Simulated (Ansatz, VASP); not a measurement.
One calculation of AlGa7As8, two programs

INCAR

```
SYSTEM = AlGa7As8
  ALGO = Normal
  EDIFF = 1E-6
  ENCUT = 520
  GGA = PS
  ISIF = 2
  ISMEAR = 0
  LASPH = .TRUE.
  LCHARG = .FALSE.
  LREAL = Auto
  LWAVE = .FALSE.
  NBANDS = 81
  NELM = 80
  PREC = Accurate
  SIGMA = 0.02
```

The input KPOINTS:

```
k-points
0
G
  6 6 6
  0 0 0
```

File POSCAR:

```
AlGa7As8
1.0
   -5.6609690722      5.6609690722      0.0000000000
   -5.6609690722      0.0000000000      5.6609690722
    0.0000000000      5.6609690722      5.6609690722
Al Ga As
1 7 8
Direct
    0.0000000000      0.0000000000      0.0000000000
    0.5001772101     -0.0001772101     -0.0001772101
   -0.0001772101      0.5001772101     -0.0001772101
   -0.0001772101     -0.0001772101      0.5001772101
    0.5001772101      0.5001772101     -0.0001772101
    0.5001772101     -0.0001772101      0.5001772101
   -0.0001772101      0.5001772101      0.5001772101
    0.5000000000      0.5000000000      0.5000000000
    0.8750091989      0.8750091989      0.3749724033
    0.3749877706      0.8750366881      0.3749877706
    0.8750366881      0.3749877706      0.3749877706
    0.8750091989      0.8750091989      0.8750091989
    0.3749877706      0.3749877706      0.3749877706
    0.3749724033      0.8750091989      0.8750091989
    0.8750091989      0.3749724033      0.8750091989
    0.3749877706      0.3749877706      0.8750366881
```

Input for Ansatz:

```yaml
crystal:
  lattice:
    - [-5.6609690722, 5.6609690722, 0.0]
    - [-5.6609690722, 0.0, 5.6609690722]
    - [0.0, 5.6609690722, 5.6609690722]
  atoms:
    - { symbol: Al, position: [0.0, 0.0, 0.0] }
    - { symbol: Ga, position: [0.5001772101, -0.0001772101, -0.0001772101] }
    - { symbol: Ga, position: [-0.0001772101, 0.5001772101, -0.0001772101] }
    - { symbol: Ga, position: [-0.0001772101, -0.0001772101, 0.5001772101] }
    - { symbol: Ga, position: [0.5001772101, 0.5001772101, -0.0001772101] }
    - { symbol: Ga, position: [0.5001772101, -0.0001772101, 0.5001772101] }
    - { symbol: Ga, position: [-0.0001772101, 0.5001772101, 0.5001772101] }
    - { symbol: Ga, position: [0.5, 0.5, 0.5] }
    - { symbol: As, position: [0.8750091989, 0.8750091989, 0.3749724033] }
    - { symbol: As, position: [0.3749877706, 0.8750366881, 0.3749877706] }
    - { symbol: As, position: [0.8750366881, 0.3749877706, 0.3749877706] }
    - { symbol: As, position: [0.8750091989, 0.8750091989, 0.8750091989] }
    - { symbol: As, position: [0.3749877706, 0.3749877706, 0.3749877706] }
    - { symbol: As, position: [0.3749724033, 0.8750091989, 0.8750091989] }
    - { symbol: As, position: [0.8750091989, 0.3749724033, 0.8750091989] }
    - { symbol: As, position: [0.3749877706, 0.3749877706, 0.8750366881] }
basis:
  ecutwfc: 420
kpoints:
  mp_grid: { grid: [6, 6, 6] }
  band_path: { path: [VBM, CBM], npoints: 2 }
hamiltonian:
  xc: pbesol
scf:
  occupations: { method: gaussian, width: 0.02 }
output:
  forces: true
  stress: true
  eigenvalues: true
```

Alike in both runs: task single point; functional PBEsol; k mesh 6 × 6 × 6; occupations gaussian, width 0.02 eV; no spin polarisation.

|  | VASP | Ansatz |
| --- | --- | --- |
| version | VASP 6.6.1 | Ansatz 0.2.0 |
| potentials or method | VASP PAW PBE potentials, release 64 (Al, Ga_d, As), cutoff 520 eV | scalar-relativistic, plane waves, PAW |
| valence electrons in the cell | 134 | 214 |

Ansatz gave:

* gap on the k mesh at the Fermi level (eV): 0.55
* least direct gap on the mesh (eV): 0.55
* pressure (GPa): 0.0
* rms of the force components (eV/Å): 0.001

**Question.** Which values does VASP return?

**Answer.** gap on the k mesh at the Fermi level (eV): 0.56; least direct gap on the mesh (eV): 0.56; pressure (GPa): 0.2; rms of the force components (eV/Å): 0.003.

VASP's potentials were made for PBE, not for PBEsol. Atom by atom the forces differ by 0.002 eV/Å (rms over components). VASP's potentials hold 134 valence electrons a cell and Ansatz's 214, so a difference there can come from the potentials and not from the codes.
